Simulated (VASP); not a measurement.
# Ba (Im-3m) in VASP: further runs

Ba is run at these levels: LDA; tasks: single point.

Program: VASP 6.6.1. These are calculated values, not measurements. Logs are shortened: lines on timing, memory, paths and dates and some standing lists are left out, and cuts for length are marked.

## (1) The cell of the first run

Symmetry: Im-3m, No. 229, cubic system. Conventional cell: a = 4.476 Å, b = 4.476 Å, c = 4.476 Å, α = 90.00°, β = 90.00°, γ = 90.00°. Ba (site symmetry m-3m) has 14 Ba at 3.88 to 4.48 Å within 5.1 Å.

## (2) Single point, LDA

INCAR reads:

```
SYSTEM = Ba
  ALGO = Normal
  EDIFF = 1E-6
  ENCUT = 500
  GGA_COMPAT = .FALSE.
  ISIF = 2
  ISMEAR = -1
  LASPH = .TRUE.
  LCHARG = .FALSE.
  LREAL = .FALSE.
  LWAVE = .FALSE.
  NBANDS = 11
  NELM = 120
  PREC = Accurate
  SIGMA = 0.05
```

KPOINTS reads:

```
k-points
0
G
  12 12 12
  0 0 0
```

POSCAR reads:

```
Ba
1.0
   -2.2380084395      2.2380084395      2.2380084395
    2.2380084395     -2.2380084395      2.2380084395
    2.2380084395      2.2380084395     -2.2380084395
Ba
1
Direct
    0.0000000000      0.0000000000      0.0000000000
```

Potentials or basis: VASP PAW LDA potentials, release 64 (Ba_sv).

Run with:

```
cat potpaw_LDA.64/Ba_sv/POTCAR > POTCAR
mpirun -np 1 vasp_std > vasp.out
```

OUTCAR:

```text
SYSTEM = Ba
   EDIFF = 1E-6
   ENCUT = 500
   ISIF = 2
   ISMEAR = -1
   LASPH = .TRUE.
   LREAL = .FALSE.
   NELM = 120
   PREC = Accurate

 ion  position               nearest neighbor table
   1  0.000  0.000  0.000-

  LATTYP: Found a body centered cubic cell.
 ALAT       =     4.4760168790

  Lattice vectors:

 A1 = (  -2.2380084395,   2.2380084395,   2.2380084395)
 A2 = (   2.2380084395,  -2.2380084395,   2.2380084395)
 A3 = (   2.2380084395,   2.2380084395,  -2.2380084395)

Analysis of symmetry for initial positions (statically):
=====================================================================
 Subroutine PRICEL returns:
 Original cell was already a primitive cell.

 Routine SETGRP: Setting up the symmetry group for a
 body centered cubic supercell.

 Subroutine GETGRP returns: Found 48 space group operations
 (whereof 48 operations were pure point group operations)
 out of a pool of 48 trial point group operations.

The static configuration has the point symmetry O_h .

Analysis of symmetry for dynamics (positions and initial velocities):
=====================================================================
 Subroutine PRICEL returns:
 Original cell was already a primitive cell.

 Routine SETGRP: Setting up the symmetry group for a
 body centered cubic supercell.

 Subroutine GETGRP returns: Found 48 space group operations
 (whereof 48 operations were pure point group operations)
 out of a pool of 48 trial point group operations.

The dynamic configuration has the point symmetry O_h .

 Subroutine INISYM returns: Found 48 space group operations
 (whereof 48 operations are pure point group operations),
 and found     1 'primitive' translations

----------------------------------------------------------------------------------------

                                     Primitive cell

  volume of cell :      44.8379

  direct lattice vectors                    reciprocal lattice vectors
    -2.238008440  2.238008440  2.238008440     0.000000000  0.223412920  0.223412920
     2.238008440 -2.238008440  2.238008440     0.223412920  0.000000000  0.223412920
     2.238008440  2.238008440 -2.238008440     0.223412920  0.223412920  0.000000000

  length of vectors
     3.876344325  3.876344325  3.876344325     0.315953581  0.315953581  0.315953581

  position of ions in fractional coordinates (direct lattice)
     0.000000000  0.000000000  0.000000000

  ion indices of the primitive-cell ions
   primitive index   ion index
                 1           1

----------------------------------------------------------------------------------------

[... 72 lines left out ...]
   NSW    =      0    number of steps for IOM
   IBRION =     -1    ionic relax: 0-MD 1-quasi-New 2-CG
   NFREE  =      0    steps in history (QN), initial steepest desc. (CG)
   ISIF   =      2    stress and relaxation
   ISYM   =      2    0-nonsym 1-usesym 2-fastsym
   POTIM  = 0.5000    time-step for ionic-motion
   TEBEG  =    0.0;   TEEND  =   0.0 temperature during run
   PSTRESS=    0.0 pullay stress
   NELECT =      10.0000    total number of electrons
   NUPDOWN=      -1.0000    fix difference up-down
   EMIN   =  10.00;   EMAX   =-10.00  energy-range for DOS
   EFERMI =   0.00;   METHOD = LEGACY
   ISMEAR =    -1;   SIGMA  =   0.05  broadening in eV -4-tet -1-fermi 0-gaus
   EFERMI_NEDOS =   21; number of points for ismear=-14 and -15
   IALGO  =     38    algorithm
   IMIX   =      4    mixing-type and parameters
     AMIX     =   0.40;   BMIX     =  1.00
     AMIX_MAG =   1.60;   BMIX_MAG =  1.00
  volume/ion in A,a.u.               =      44.84       302.58
  Fermi-wavevector in a.u.,A,eV,Ry     =   0.992795  1.876111 13.410485  0.985643
  Thomas-Fermi vector in A             =   2.124632
   LORBIT       =      0    0 simple, 1 ext, 2 COOP (PROOUT), +10 PAW based schemes
   GGA     = CA    functional components
   LHFCALC =     F    Hartree Fock is set to
   AEXX    =    0.0000 exact exchange contribution
   IVDW    =     0    specifies the selected vdW correction
   LEPSILON=     F    determine dielectric tensor
   LRPA    =     F    only Hartree local field effects (RPA)
 non-spin polarized calculation
  energy-cutoff  :      500.00
  volume of cell :       44.84
 maximum number of plane-waves:      1157
   NGX = 15   NGY = 15   NGZ = 15

 number of electron      10.0000000 magnetization

 Free energy of the ion-electron system (eV)
  ---------------------------------------------------
  ext. energy  EPLUGINS =         0.00000000
  ---------------------------------------------------
  free energy    TOTEN  =        -2.18796956 eV

  energy without entropy =       -2.17971971  energy(sigma->0) =       -2.18384464

 E-fermi :   2.7313     XC(G=0):  -8.8052

 val. band max:        2.7067409435   @ k =   0.3333   0.3333   0.0000
 cond. band min:       2.7587013767   @ k =   0.2500   0.2500   0.0833
 fundamental gap:      0.0519604332
 Fermi energy:         2.7312968440

 k-point     1 :       0.0000    0.0000    0.0000
  band No.  band energies     occupation
      1     -25.6723      2.00000
      2     -10.2578      2.00000
      3     -10.2578      2.00000
      4     -10.2578      2.00000
      5      -0.0393      2.00000
      6       4.8421      0.00000
      7       4.8421      0.00000
      8       4.8421      0.00000
      9       6.8439      0.00000
     10       6.8439      0.00000
     11      10.6959      0.00000
[... 309 lines left out ...]
 k-point    24 :       0.4167    0.0833    0.0833
  band No.  band energies     occupation
      1     -25.4879      2.00000
      2     -11.4672      2.00000
      3     -10.7272      2.00000
      4     -10.3705      2.00000
      5       1.9648      2.00000
      6       3.2174      0.00012
      7       5.1013      0.00000
      8       7.1509      0.00000
      9       7.7857      0.00000
     10      10.0533      0.00000
     11      10.3825      0.00000

 [... further k-points ...]
[... 5 lines left out ...]
  --------------------------------------------------------------------------------------
  -------------------------------------------------------------------------------------
  Total        0.7274734      0.7274734      0.7274734      0.0000000     -0.0000000      0.0000000
  in kB       25.9945659     25.9945659     25.9945659      0.0000000     -0.0000000      0.0000000
  external PRESSURE =      25.9945659 kB  Pullay stress =       0.0000000 kB

 VOLUME and BASIS-vectors are now :
 -----------------------------------------------------------------------------
  energy-cutoff  :      500.00
  volume of cell :       44.84
      direct lattice vectors                 reciprocal lattice vectors
    -2.238008440  2.238008440  2.238008440     0.000000000  0.223412920  0.223412920
     2.238008440 -2.238008440  2.238008440     0.223412920  0.000000000  0.223412920
     2.238008440  2.238008440 -2.238008440     0.223412920  0.223412920  0.000000000

 POSITION                                       TOTAL-FORCE (eV/Angst)
 -----------------------------------------------------------------------------------
      0.00000      0.00000      0.00000        -0.000000     -0.000000      0.000000
 -----------------------------------------------------------------------------------
    total drift:                               -0.000000     -0.000000     -0.000000

  FREE ENERGIE OF THE ION-ELECTRON SYSTEM (eV)
  ---------------------------------------------------
  free  energy   TOTEN  =        -2.1879695606 eV

  energy  without entropy=       -2.1797197149  energy(sigma->0) =       -2.18384464
```

OSZICAR:

```text
N       E                     dE             d eps       ncg     rms          rms(c)
DAV:   1     0.486237963576E+02    0.48624E+02   -0.45335E+03  1584   0.768E+02
DAV:   2    -0.162016095009E+00   -0.48786E+02   -0.47258E+02  1908   0.140E+02
DAV:   3    -0.215740281035E+01   -0.19954E+01   -0.19753E+01  1977   0.278E+01
DAV:   4    -0.221290879775E+01   -0.55506E-01   -0.55441E-01  1950   0.445E+00
DAV:   5    -0.221520225561E+01   -0.22935E-02   -0.22933E-02  2104   0.692E-01    0.283E+00
DAV:   6    -0.219667059122E+01    0.18532E-01   -0.16440E-02  2391   0.916E-01    0.160E+00
DAV:   7    -0.218802596166E+01    0.86446E-02   -0.18709E-02  2434   0.992E-01    0.126E-01
DAV:   8    -0.218796825818E+01    0.57703E-04   -0.28606E-04  1850   0.110E-01    0.160E-02
DAV:   9    -0.218797061166E+01   -0.23535E-05   -0.70745E-06  1981   0.175E-02    0.614E-03
DAV:  10    -0.218796954910E+01    0.10626E-05   -0.17466E-06  1785   0.844E-03    0.136E-03
DAV:  11    -0.218796956058E+01   -0.11475E-07   -0.93886E-09  1014   0.770E-04
   1 F= -.21879696E+01 E0= -.21838446E+01  d E =-.824985E-02
```

Run time: 46 s. Hardware: 1 thread of Intel Xeon 8259CL, shared host; peak memory 0.16 GiB.

Results:

* Free energy: -2.1880 eV
* Pressure: 2.6 GPa
* Band gap on the k mesh: zero (band 5 reaches 3.69 eV, above the bottom of band 6 at 1.58 eV)

Caveat: spin-orbit coupling is left out, which moves the levels of the heavy elements.

## (3) Single point, LDA

INCAR reads:

```
SYSTEM = Ba
  PREC = Accurate
  ENCUT = 500
  EDIFF = 1E-6
  ISMEAR = -1
  SIGMA = 0.05
  LREAL = .False.
  LASPH = .True.
  NELM = 120
  ALGO = Normal
  ISIF = 2
  LWAVE = .False.
  LCHARG = .False.
  GGA = CA
  NBANDS = 11
  GGA_COMPAT = .False.
```

KPOINTS reads:

```
Automatic mesh
0
Gamma
  12 12 12
  0 0 0
```

POSCAR is that of step 2.

Potentials or basis: VASP PAW LDA potentials, release 64 (Ba_sv).

Run with:

```
cat potpaw_LDA.64/Ba_sv/POTCAR > POTCAR
mpirun -np 1 vasp_std > vasp.out
```

It took 45 s on 1 thread of Intel Xeon 8259CL, shared host; peak memory 0.16 GiB.

The run converged. Its results:

```
Free energy            : -2.1880 eV
Pressure               : 2.6 GPa
Band gap on the k mesh : zero (band 5 reaches 3.69 eV, above the bottom of band 6 at 1.58 eV)
```

Levels at points of the mesh, in eV from the Fermi level:
| k point | band 2 | band 3 | band 4 | band 5 | band 6 | band 7 | band 8 | band 9 |
| --- | --- | --- | --- | --- | --- | --- | --- | --- |
| (0.00, 0.00, 0.00) | -12.99 | -12.99 | -12.99 | -2.77 | 2.11 | 2.11 | 2.11 | 4.11 |
| (0.50, 0.00, 0.00) | -14.28 | -13.38 | -13.01 | -1.20 | 0.50 | 2.75 | 4.24 | 5.01 |
| (0.50, 0.50, 0.50) | -13.85 | -13.85 | -13.85 | -1.15 | -1.15 | 6.36 | 6.36 | 6.36 |

Caveat: spin-orbit coupling is left out, which moves the levels of the heavy elements.
